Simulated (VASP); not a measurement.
# Mn (Pm-3m) in VASP: further runs, part 2 of 2

VASP 6.6.1. The steps go on from the part before.

**3. Single point, LDA, collinear spin, ferromagnetic start (volume scaled by 0.92)**

INCAR

```
SYSTEM = Mn
PREC     = Accurate       ! precision mode
ENCUT    = 520            ! plane-wave cutoff, eV
EDIFF    = 1E-6           ! SCF threshold, eV
ISMEAR   = -1             ! smearing method
SIGMA    = 0.05           ! smearing width, eV
LREAL    = .FALSE.        ! projectors in reciprocal space
LASPH    = .TRUE.         ! aspherical terms in the spheres
NELM     = 150            ! most SCF steps
ALGO     = Normal         ! electronic algorithm
ISIF     = 2              ! what is computed and relaxed
LWAVE    = .FALSE.        ! write WAVECAR
LCHARG   = .FALSE.        ! write CHGCAR
ISPIN    = 2              ! spin polarisation
MAGMOM   = 3              ! initial moments
LORBIT   = 11             ! projections on sites
LMAXMIX  = 4              ! l up to which the mixer works
GGA      = CA             ! functional
NBANDS   = 16             ! bands
```

KPOINTS

```
regular mesh
0
G
  16 16 16
  0 0 0
```

POSCAR

```
Mn
1.0
    2.1675594660      0.0000000000      0.0000000000
    0.0000000000      2.1675594660      0.0000000000
    0.0000000000      0.0000000000      2.1675594660
Mn
1
Direct
    0.0000000000      0.0000000000      0.0000000000
```

Potentials or basis: VASP PAW LDA potentials, release 64 (Mn_pv).

Run with:

```console
$ cat potpaw_LDA.64/Mn_pv/POTCAR > POTCAR
$ mpirun -np 1 vasp_std > vasp.out
```

Wall time 15 s (1 thread of Intel Xeon Platinum 8488C (Sapphire Rapids), shared host); peak memory 0.14 GiB.

The run converged. Its results:

```yaml
Free_energy: -9.1622 eV
Pressure: 26.6 GPa
Net_moment: 0.00 μB per cell
Valence_electrons_inside_the_program's_atomic_spheres: Mn 12.33
```

Levels at points of the mesh, in eV from the Fermi level:
Spin up:
| k point | band 4 | band 5 | band 6 | band 7 | band 8 | band 9 |
| --- | --- | --- | --- | --- | --- | --- |
| (0.00, 0.00, 0.00) | -8.66 | -4.50 | -4.50 | 2.05 | 2.05 | 2.05 |
| (0.50, 0.00, 0.00) | -4.02 | -3.61 | -1.05 | -0.26 | -0.26 | 2.26 |
| (0.50, 0.50, 0.00) | -6.15 | -2.63 | 0.24 | 0.24 | 3.64 | 7.01 |
| (0.50, 0.50, 0.50) | -4.28 | -4.28 | -4.28 | 3.77 | 3.77 | 12.24 |
Spin down:
| k point | band 3 | band 4 | band 5 | band 6 | band 7 | band 8 | band 9 | band 10 |
| --- | --- | --- | --- | --- | --- | --- | --- | --- |
| (0.00, 0.00, 0.00) | -47.21 | -8.66 | -4.50 | -4.50 | 2.05 | 2.05 | 2.05 | 22.38 |
| (0.50, 0.00, 0.00) | -47.08 | -4.02 | -3.61 | -1.05 | -0.26 | -0.26 | 2.26 | 8.14 |
| (0.50, 0.50, 0.00) | -46.96 | -6.15 | -2.63 | 0.24 | 0.24 | 3.64 | 7.01 | 7.01 |
| (0.50, 0.50, 0.50) | -48.22 | -4.28 | -4.28 | -4.28 | 3.77 | 3.77 | 12.24 | 16.37 |

Caveat: the starting moments collapsed, and a magnetic state may lie lower.

**4. Single point, LDA, collinear spin, ferromagnetic start (volume scaled by 0.96)**

INCAR

```
SYSTEM = Mn
  PREC = Accurate
  ENCUT = 520
  EDIFF = 1E-6
  ISMEAR = -1
  SIGMA = 0.05
  LREAL = .False.
  LASPH = .True.
  NELM = 150
  ALGO = Normal
  ISIF = 2
  LWAVE = .False.
  LCHARG = .False.
  ISPIN = 2
  MAGMOM = 3
  LORBIT = 11
  LMAXMIX = 4
  NBANDS = 16
```

KPOINTS

```
Automatic mesh
0
Gamma
  16 16 16
  0 0 0
```

POSCAR

```
Mn
1.0
    2.1985287853      0.0000000000      0.0000000000
    0.0000000000      2.1985287853      0.0000000000
    0.0000000000      0.0000000000      2.1985287853
Mn
1
Direct
    0.0000000000      0.0000000000      0.0000000000
```

Run with:

```console
$ cat potpaw_LDA.64/Mn_pv/POTCAR > POTCAR
$ mpirun -np 1 vasp_std > vasp.out
```

Wall time 15 s (1 thread of Intel Xeon Platinum 8488C (Sapphire Rapids), shared host); peak memory 0.14 GiB.

The run converged. Its results:

- Free energy: -9.2156 eV
- Pressure: 12.4 GPa
- Net moment: 0.00 μB per cell
- Valence electrons inside the program's atomic spheres: Mn 12.24

Levels at points of the mesh, in eV from the Fermi level:
Spin up:
| k point | band 3 | band 4 | band 5 | band 6 | band 7 | band 8 | band 9 | band 10 |
| --- | --- | --- | --- | --- | --- | --- | --- | --- |
| (0.00, 0.00, 0.00) | -47.24 | -8.46 | -4.26 | -4.26 | 1.93 | 1.93 | 1.93 | 21.80 |
| (0.50, 0.00, 0.00) | -47.12 | -3.91 | -3.41 | -1.03 | -0.24 | -0.24 | 2.13 | 7.71 |
| (0.50, 0.50, 0.00) | -47.02 | -5.79 | -2.52 | 0.23 | 0.23 | 3.43 | 6.74 | 6.74 |
| (0.50, 0.50, 0.50) | -48.13 | -4.02 | -4.02 | -4.02 | 3.55 | 3.55 | 12.23 | 15.68 |
Spin down:
```
           k point  band 4  band 5  band 6  band 7  band 8  band 9
(0.00, 0.00, 0.00)   -8.46   -4.25   -4.25    1.94    1.94    1.94
(0.50, 0.00, 0.00)   -3.90   -3.41   -1.03   -0.23   -0.23    2.13
(0.50, 0.50, 0.00)   -5.79   -2.52    0.23    0.23    3.43    6.74
(0.50, 0.50, 0.50)   -4.02   -4.02   -4.02    3.55    3.55   12.23
```

Caveat: the starting moments collapsed, and a magnetic state may lie lower.

**5. Single point, LDA, collinear spin, ferromagnetic start (volume scaled by 1.04)**

INCAR

```
SYSTEM = Mn
PREC = Accurate ; ENCUT = 520
EDIFF = 1E-7 ; ISMEAR = -1
SIGMA = 0.05 ; LREAL = .False.
LASPH = .True. ; NELM = 150
ALGO = Normal ; ISIF = 2
LWAVE = .False. ; LCHARG = .False.
ISPIN = 2 ; MAGMOM = 3
LORBIT = 11 ; LMAXMIX = 4
GGA = CA ; NBANDS = 16
```

KPOINTS is that of step 4.

POSCAR

```
Mn
1.0
    2.2579770578      0.0000000000      0.0000000000
    0.0000000000      2.2579770578      0.0000000000
    0.0000000000      0.0000000000      2.2579770578
Mn
1
Direct
    0.0000000000      0.0000000000      0.0000000000
```

Potentials or basis: VASP PAW LDA potentials, release 64 (Mn_pv).

Run with:

```console
$ cat potpaw_LDA.64/Mn_pv/POTCAR > POTCAR
$ mpirun -np 1 vasp_std > vasp.out
```

OUTCAR:

```text
SYSTEM = Mn
   PREC = Accurate
   ENCUT = 520
   EDIFF = 1E-7
   ISMEAR = -1
   LREAL = .False.
   LASPH = .True.
   NELM = 150
   ISIF = 2
   ISPIN = 2
   LORBIT = 11
   GGA = CA

 ion  position               nearest neighbor table
   1  0.000  0.000  0.000-

  LATTYP: Found a simple cubic cell.
 ALAT       =     2.2579770578

  Lattice vectors:

 A1 = (   2.2579770578,   0.0000000000,   0.0000000000)
 A2 = (   0.0000000000,   2.2579770578,   0.0000000000)
[... 1119 lines left out ...]
  --------------------------------------------------------------------------------------
  -------------------------------------------------------------------------------------
  Total       -0.6166995     -0.6166995     -0.6166995     -0.0000000      0.0000000     -0.0000000
  in kB      -85.8273264    -85.8273264    -85.8273264     -0.0000000      0.0000000     -0.0000000
  external PRESSURE =     -85.8273264 kB  Pullay stress =       0.0000000 kB

 VOLUME and BASIS-vectors are now :
 -----------------------------------------------------------------------------
  energy-cutoff  :      520.00
  volume of cell :       11.51
      direct lattice vectors                 reciprocal lattice vectors
     2.257977058  0.000000000  0.000000000     0.442874296  0.000000000  0.000000000
     0.000000000  2.257977058  0.000000000     0.000000000  0.442874296  0.000000000
     0.000000000  0.000000000  2.257977058     0.000000000  0.000000000  0.442874296

 POSITION                                       TOTAL-FORCE (eV/Angst)
 -----------------------------------------------------------------------------------
      0.00000      0.00000      0.00000         0.000000      0.000000      0.000000
 -----------------------------------------------------------------------------------
    total drift:                                0.000000      0.000000      0.000000

  FREE ENERGIE OF THE ION-ELECTRON SYSTEM (eV)
  ---------------------------------------------------
  free  energy   TOTEN  =        -9.2223067823 eV

  energy  without entropy=       -9.2062023165  energy(sigma->0) =       -9.21425455

 total charge

# of ion       s       p       d       tot
------------------------------------------
    1        0.433   6.323   5.322  12.078

 magnetization (x)

# of ion       s       p       d       tot
------------------------------------------
    1       -0.000   0.000   0.001   0.001
```

OSZICAR:

```text
N       E                     dE             d eps       ncg     rms          rms(c)
DAV:   1     0.852455762003E+02    0.85246E+02   -0.71334E+03 10752   0.109E+03
DAV:   2    -0.757967550728E+01   -0.92825E+02   -0.87625E+02 11248   0.269E+02
DAV:   3    -0.954733226864E+01   -0.19677E+01   -0.19630E+01 13200   0.426E+01
DAV:   4    -0.955439211489E+01   -0.70598E-02   -0.70596E-02 12184   0.250E+00
DAV:   5    -0.955443848747E+01   -0.46373E-04   -0.46371E-04 12616   0.180E-01    0.153E+01
DAV:   6    -0.919937786254E+01    0.35506E+00   -0.20486E+00 12576   0.241E+01    0.320E+00
DAV:   7    -0.921603142361E+01   -0.16654E-01   -0.82716E-02 10944   0.386E+00    0.211E+00
DAV:   8    -0.921995643509E+01   -0.39250E-02   -0.33759E-03 11936   0.819E-01    0.864E-01
DAV:   9    -0.922066684420E+01   -0.71041E-03   -0.39130E-03 12016   0.702E-01    0.247E-01
DAV:  10    -0.922135380150E+01   -0.68696E-03   -0.43611E-04 11488   0.244E-01    0.169E-01
DAV:  11    -0.922159473289E+01   -0.24093E-03   -0.50010E-05 12848   0.924E-02    0.139E-01
DAV:  12    -0.922222479598E+01   -0.63006E-03   -0.60412E-04 12104   0.271E-01    0.511E-02
DAV:  13    -0.922225489064E+01   -0.30095E-04   -0.16654E-05 11376   0.391E-02    0.411E-02
DAV:  14    -0.922229549739E+01   -0.40607E-04   -0.25192E-05 12448   0.593E-02    0.168E-02
DAV:  15    -0.922230661538E+01   -0.11118E-04   -0.15921E-05 12584   0.453E-02    0.281E-03
DAV:  16    -0.922230675089E+01   -0.13551E-06   -0.63547E-07 10656   0.673E-03    0.170E-03
DAV:  17    -0.922230678232E+01   -0.31436E-07   -0.11477E-08  5768   0.110E-03
   1 F= -.92223068E+01 E0= -.92142545E+01  d E =-.161045E-01  mag=     0.0002
```

Wall time 37 s (1 thread of Intel Xeon Platinum 8488C (Sapphire Rapids), shared host); peak memory 0.15 GiB.

What came out:

* Free energy: -9.2223 eV
* Pressure: -8.6 GPa
* Net moment: 0.00 μB per cell
* Valence electrons inside the program's atomic spheres: Mn 12.08

Caveat: the starting moments collapsed, and a magnetic state may lie lower.
